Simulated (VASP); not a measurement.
# SiNi (P2_13) in VASP: a series of runs

SiNi is run at these levels: PBEsol; tasks: single point, relaxation of cell and atoms.

All numbers are computed with VASP 6.6.1; they aren't measurements. Logs are shortened: lines on timing, memory, paths and dates and some standing lists are left out, and cuts for length are marked.

## 1. The cell of the first run

It takes space group P2_13 (No. 198, cubic). The conventional cell has a = 4.497 Å, b = 4.497 Å, c = 4.497 Å, α = 90.00°, β = 90.00°, γ = 90.00°. Si (site symmetry 3) has 7 Ni at 2.23 to 2.47 Å and 6 Si at 2.76 Å within 3.0 Å. Within 3.0 Å of Ni (site symmetry 3) lie 7 Si at 2.23 to 2.47 Å and 6 Ni at 2.77 Å.

## 2. Single point, PBEsol, collinear spin, ferromagnetic start

INCAR

```
PREC     = Accurate       # precision mode
ENCUT    = 520            # plane-wave cutoff, eV
EDIFF    = 1E-7           # SCF threshold, eV
ISMEAR   = 0              # smearing method
SIGMA    = 0.1            # smearing width, eV
LREAL    = F              # projectors in reciprocal space
LASPH    = T              # aspherical terms in the spheres
NELM     = 150            # most SCF steps
ALGO     = Normal         # electronic algorithm
ISIF     = 2              # what is computed and relaxed
LWAVE    = F              # write WAVECAR
LCHARG   = F              # write CHGCAR
ISPIN    = 2              # spin polarisation
MAGMOM   = 0 0 0 0 2 2 2 2 # initial moments
LORBIT   = 11             # projections on sites
LMAXMIX  = 4              # l up to which the mixer works
GGA      = PS             # functional
NBANDS   = 42             # bands
```

KPOINTS

```
regular mesh
0
Gamma
  4 4 4
```

POSCAR

```
SiNi
1.0
    4.4967800000      0.0000000000      0.0000000000
    0.0000000000      4.4967800000      0.0000000000
    0.0000000000      0.0000000000      4.4967800000
Si Ni
4 4
Direct
    0.8601000000      0.8601000000      0.8601000000
    0.6399000000      0.1399000000      0.3601000000
    0.3601000000      0.6399000000      0.1399000000
    0.1399000000      0.3601000000      0.6399000000
    0.1470000000      0.1470000000      0.1470000000
    0.3530000000      0.8530000000      0.6470000000
    0.6470000000      0.3530000000      0.8530000000
    0.8530000000      0.6470000000      0.3530000000
```

Potentials or basis: VASP PAW PBE potentials, release 64 (Si, Ni).

The run is started by

```console
> cat potpaw_PBE.64/Si/POTCAR potpaw_PBE.64/Ni/POTCAR > POTCAR
> mpirun -np 1 vasp_std > vasp.out
```

OUTCAR:

```text
PREC = Accurate
   ENCUT = 520
   EDIFF = 1E-7
   ISMEAR = 0
   LREAL = F
   LASPH = T
   NELM = 150
   ISIF = 2
   ISPIN = 2
   LORBIT = 11
   GGA = PS

 ion  position               nearest neighbor table
   1  0.860  0.860  0.860-   5 2.23   6 2.41   7 2.41   8 2.41   8 2.47   7 2.47   6 2.47   2 2.76
                             3 2.76   4 2.76   4 2.76   3 2.76   2 2.76
   2  0.640  0.140  0.360-   6 2.23   5 2.41   7 2.41   8 2.41   5 2.47   8 2.47   7 2.47   4 2.76
                             1 2.76   1 2.76   3 2.76   3 2.76   4 2.76
   3  0.360  0.640  0.140-   7 2.23   6 2.41   5 2.41   8 2.41   5 2.47   6 2.47   8 2.47   4 2.76
                             1 2.76   4 2.76   2 2.76   1 2.76   2 2.76
   4  0.140  0.360  0.640-   8 2.23   6 2.41   7 2.41   5 2.41   7 2.47   5 2.47   6 2.47   3 2.76
                             1 2.76   3 2.76   1 2.76   2 2.76   2 2.76
   5  0.147  0.147  0.147-   1 2.23   2 2.41   3 2.41   4 2.41   4 2.47   3 2.47   2 2.47   6 2.77
                             6 2.77   7 2.77   8 2.77   8 2.77   7 2.77
   6  0.353  0.853  0.647-   2 2.23   1 2.41   3 2.41   4 2.41   1 2.47   4 2.47   3 2.47   7 2.77
                             8 2.77   5 2.77   5 2.77   7 2.77   8 2.77
   7  0.647  0.353  0.853-   3 2.23   2 2.41   1 2.41   4 2.41   1 2.47   2 2.47   4 2.47   6 2.77
                             8 2.77   8 2.77   6 2.77   5 2.77   5 2.77
   8  0.853  0.647  0.353-   4 2.23   2 2.41   3 2.41   1 2.41   3 2.47   1 2.47   2 2.47   6 2.77
                             7 2.77   7 2.77   5 2.77   5 2.77   6 2.77

  LATTYP: Found a simple cubic cell.
 ALAT       =     4.4967800000

  Lattice vectors:

 A1 = (   4.4967800000,   0.0000000000,   0.0000000000)
 A2 = (   0.0000000000,   4.4967800000,   0.0000000000)
 A3 = (   0.0000000000,   0.0000000000,   4.4967800000)

Analysis of symmetry for initial positions (statically):
=====================================================================
 Subroutine PRICEL returns:
 Original cell was already a primitive cell.

 Routine SETGRP: Setting up the symmetry group for a
 simple cubic supercell.

 Subroutine GETGRP returns: Found 12 space group operations
 (whereof  3 operations were pure point group operations)
 out of a pool of 48 trial point group operations.

The static configuration has the point symmetry C_3 .
 The point group associated with its full space group is T   .

Analysis of symmetry for dynamics (positions and initial velocities):
=====================================================================
 Subroutine PRICEL returns:
 Original cell was already a primitive cell.

 Routine SETGRP: Setting up the symmetry group for a
 simple cubic supercell.

 Subroutine GETGRP returns: Found 12 space group operations
 (whereof  3 operations were pure point group operations)
 out of a pool of 48 trial point group operations.

The dynamic configuration has the point symmetry C_3 .
 The point group associated with its full space group is T   .

Analysis of structural, dynamic, and magnetic symmetry:
=====================================================================
 Subroutine PRICEL returns:
 Original cell was already a primitive cell.

 Routine SETGRP: Setting up the symmetry group for a
 simple cubic supercell.

 Subroutine GETGRP returns: Found 12 space group operations
 (whereof  3 operations were pure point group operations)
 out of a pool of 48 trial point group operations.

The overall configuration has the point symmetry C_3 .
 The point group associated with its full space group is T   .

 Subroutine INISYM returns: Found 12 space group operations
 (whereof  3 operations are pure point group operations),
 and found     1 'primitive' translations

----------------------------------------------------------------------------------------

                                     Primitive cell

  volume of cell :      90.9295

  direct lattice vectors                    reciprocal lattice vectors
     4.496780000  0.000000000  0.000000000     0.222381348  0.000000000  0.000000000
     0.000000000  4.496780000  0.000000000     0.000000000  0.222381348  0.000000000
     0.000000000  0.000000000  4.496780000     0.000000000  0.000000000  0.222381348

  length of vectors
     4.496780000  4.496780000  4.496780000     0.222381348  0.222381348  0.222381348

  position of ions in fractional coordinates (direct lattice)
     0.860100000  0.860100000  0.860100000
[... 68 lines left out ...]
   ISTART =      0    job   : 0-new  1-cont  2-samecut
   ICHARG =      2    charge: 1-file 2-atom 10-const
   ISPIN  =      2    spin polarized calculation?
   LNONCOLLINEAR =      F non collinear calculations
   LSORBIT =      F    spin-orbit coupling
   LASPH  =      T    aspherical Exc in radial PAW
   ENCUT  =  520.0 eV  38.22 Ry    6.18 a.u.   8.36  8.36  8.36*2*pi/ulx,y,z
   NELM   =    150;   NELMIN=  2; NELMDL= -5     # of ELM steps
   EDIFF  = 0.1E-06   stopping-criterion for ELM
   LREAL  =      F    real-space projection
   EDIFFG = 0.1E-05   stopping-criterion for IOM
   NSW    =      0    number of steps for IOM
   IBRION =     -1    ionic relax: 0-MD 1-quasi-New 2-CG
   NFREE  =      0    steps in history (QN), initial steepest desc. (CG)
   ISIF   =      2    stress and relaxation
   ISYM   =      2    0-nonsym 1-usesym 2-fastsym
   POTIM  = 0.5000    time-step for ionic-motion
   TEBEG  =    0.0;   TEEND  =   0.0 temperature during run
   PSTRESS=    0.0 pullay stress
   NELECT =      56.0000    total number of electrons
   NUPDOWN=      -1.0000    fix difference up-down
   EMIN   =  10.00;   EMAX   =-10.00  energy-range for DOS
   EFERMI =   0.00;   METHOD = LEGACY
   ISMEAR =     0;   SIGMA  =   0.10  broadening in eV -4-tet -1-fermi 0-gaus
   EFERMI_NEDOS =   21; number of points for ismear=-14 and -15
   IALGO  =     38    algorithm
   IMIX   =      4    mixing-type and parameters
     AMIX     =   0.40;   BMIX     =  1.00
     AMIX_MAG =   1.60;   BMIX_MAG =  1.00
  volume/ion in A,a.u.               =      11.37        76.70
  Fermi-wavevector in a.u.,A,eV,Ry     =   1.392844  2.632094 26.395505  1.940015
  Thomas-Fermi vector in A             =   2.516548
   LORBIT       =     11    0 simple, 1 ext, 2 COOP (PROOUT), +10 PAW based schemes
   GGA     = PS    functional components
   LHFCALC =     F    Hartree Fock is set to
   AEXX    =    0.0000 exact exchange contribution
   IVDW    =     0    specifies the selected vdW correction
   LEPSILON=     F    determine dielectric tensor
   LRPA    =     F    only Hartree local field effects (RPA)
 spin polarized calculation
 Gauss-broadening in eV      SIGMA  =   0.10
  energy-cutoff  :      520.00
  volume of cell :       90.93
 maximum number of plane-waves:      2469
 NGX is ok and might be reduce to    36
   NGX = 17   NGY = 17   NGZ = 17

 number of electron      56.0000062 magnetization       0.0040388

 number of electron      56.0000062 magnetization      -0.0002254

 Free energy of the ion-electron system (eV)
  ---------------------------------------------------
  ext. energy  EPLUGINS =         0.00000000
  ---------------------------------------------------
  free energy    TOTEN  =       -51.27040491 eV

  energy without entropy =      -51.24238375  energy(sigma->0) =      -51.25639433

 E-fermi :  11.9485     XC(G=0): -12.6902

 val. band max:       11.9445525078   @ k =   0.2500   0.2500   0.0000
 cond. band min:      11.9742030424   @ k =   0.2500   0.0000   0.0000
 fundamental gap:      0.0296505346
 Fermi energy:        11.9485165030

 spin component 1

 k-point     1 :       0.0000    0.0000    0.0000
  band No.  band energies     occupation
      1      -2.3832      1.00000
      2       3.0550      1.00000
      3       3.0550      1.00000
      4       3.0550      1.00000
      5       5.5947      1.00000
      6       5.5947      1.00000
[... 462 lines left out ...]
     39      18.2185      0.00000
     40      18.2185      0.00000
 Fermi energy:        11.9485165030

 spin component 2

 k-point     1 :       0.0000    0.0000    0.0000
  band No.  band energies     occupation
      1      -2.3832      1.00000
      2       3.0549      1.00000
      3       3.0549      1.00000
      4       3.0549      1.00000
      5       5.5946      1.00000
      6       5.5946      1.00000
[... 462 lines left out ...]
     39      18.2185      0.00000
     40      18.2185      0.00000
 [bands above 40 left out]

------------------------ aborting loop because EDIFF is reached ----------------------------------------

  FORCE on cell =-STRESS in cart. coord.  units (eV):
  Direction    XX          YY          ZZ          XY          YZ          ZX
  --------------------------------------------------------------------------------------
  -------------------------------------------------------------------------------------
  Total       -1.2504121     -1.2504121     -1.2504121      0.0000000      0.0000000      0.0000000
  in kB      -22.0322494    -22.0322494    -22.0322494      0.0000000      0.0000000      0.0000000
  external PRESSURE =     -22.0322494 kB  Pullay stress =       0.0000000 kB

 VOLUME and BASIS-vectors are now :
 -----------------------------------------------------------------------------
  energy-cutoff  :      520.00
  volume of cell :       90.93
      direct lattice vectors                 reciprocal lattice vectors
     4.496780000  0.000000000  0.000000000     0.222381348  0.000000000  0.000000000
     0.000000000  4.496780000  0.000000000     0.000000000  0.222381348  0.000000000
     0.000000000  0.000000000  4.496780000     0.000000000  0.000000000  0.222381348

 POSITION                                       TOTAL-FORCE (eV/Angst)
 -----------------------------------------------------------------------------------
      3.86768      3.86768      3.86768        -0.674823     -0.674823     -0.674823
      2.87749      0.62910      1.61929         0.674823      0.674823     -0.674823
      1.61929      2.87749      0.62910        -0.674823      0.674823      0.674823
      0.62910      1.61929      2.87749         0.674823     -0.674823      0.674823
      0.66103      0.66103      0.66103         0.199264      0.199264      0.199264
      1.58736      3.83575      2.90942        -0.199264     -0.199264      0.199264
      2.90942      1.58736      3.83575         0.199264     -0.199264     -0.199264
      3.83575      2.90942      1.58736        -0.199264      0.199264     -0.199264
 -----------------------------------------------------------------------------------
    total drift:                                0.000000      0.000000      0.000000

  FREE ENERGIE OF THE ION-ELECTRON SYSTEM (eV)
  ---------------------------------------------------
  free  energy   TOTEN  =       -51.2704049076 eV

  energy  without entropy=      -51.2423837458  energy(sigma->0) =      -51.25639433

 total charge

# of ion       s       p       d       tot
------------------------------------------
    1        0.739   0.851   0.000   1.589
    2        0.739   0.851   0.000   1.589
    3        0.739   0.851   0.000   1.589
    4        0.739   0.851   0.000   1.589
    5        0.459   0.615   8.507   9.581
    6        0.459   0.615   8.507   9.581
    7        0.459   0.615   8.507   9.581
    8        0.459   0.615   8.507   9.581
--------------------------------------------------
tot          4.792   5.862  34.026  44.680

 magnetization (x)

# of ion       s       p       d       tot
------------------------------------------
    1       -0.000  -0.000   0.000  -0.000
    2       -0.000  -0.000   0.000  -0.000
    3       -0.000  -0.000   0.000  -0.000
    4       -0.000  -0.000   0.000  -0.000
    5        0.000  -0.000  -0.000  -0.000
    6        0.000  -0.000  -0.000  -0.000
    7        0.000  -0.000  -0.000  -0.000
    8        0.000  -0.000  -0.000  -0.000
--------------------------------------------------
tot         -0.000  -0.000  -0.000  -0.000
```

Wall time 3.2 min (1 thread of Intel Xeon 8259CL, shared host); peak memory 0.27 GiB.

Results:

| Item | Value |
| --- | --- |
| Free energy | -51.2704 eV |
| Pressure | -2.2 GPa |
| Largest force | 1.169 eV/Å |
| Band gap on the k mesh | zero (filled and empty bands overlap) |
| Net moment | 0.00 μB per cell |
| Valence electrons inside the program's atomic spheres | Si 1.59; Ni 9.58 |

Forces in eV/Å, atoms in the order of the input:
```
Si  -0.675 -0.675 -0.675
Si   0.675  0.675 -0.675
Si  -0.675  0.675  0.675
Si   0.675 -0.675  0.675
Ni   0.199  0.199  0.199
Ni  -0.199 -0.199  0.199
Ni   0.199 -0.199 -0.199
Ni  -0.199  0.199 -0.199
```

Levels at points of the mesh, in eV from the Fermi level:
Spin up:
| k point | band 26 | band 27 | band 28 | band 29 | band 30 | band 31 |
| --- | --- | --- | --- | --- | --- | --- |
| (0.00, 0.00, 0.00) | -1.73 | -1.73 | 0.86 | 0.86 | 0.86 | 1.36 |
| (0.50, 0.00, 0.00) | -2.05 | -0.70 | -0.70 | -0.25 | -0.25 | 2.87 |
| (0.50, 0.50, 0.00) | -1.57 | -1.06 | -1.06 | 0.30 | 0.30 | 0.82 |
| (0.50, 0.50, 0.50) | -1.83 | -1.83 | -1.83 | 4.08 | 4.08 | 4.08 |
Spin down:
```
           k point  band 25  band 26  band 27  band 28  band 29  band 30  band 31  band 32
(0.00, 0.00, 0.00)    -1.73    -1.73    -1.73     0.86     0.86     0.86     1.36     1.36
(0.50, 0.00, 0.00)    -2.05    -2.05    -0.70    -0.70    -0.25    -0.25     2.87     2.87
(0.50, 0.50, 0.00)    -1.57    -1.57    -1.06    -1.06     0.30     0.30     0.82     0.82
(0.50, 0.50, 0.50)    -1.83    -1.83    -1.83    -1.83     4.08     4.08     4.08     4.08
```

Caveat: the PAW data sets were made with another functional, which shifts forces and pressure a little.

(Continued in part 2 of 2.)
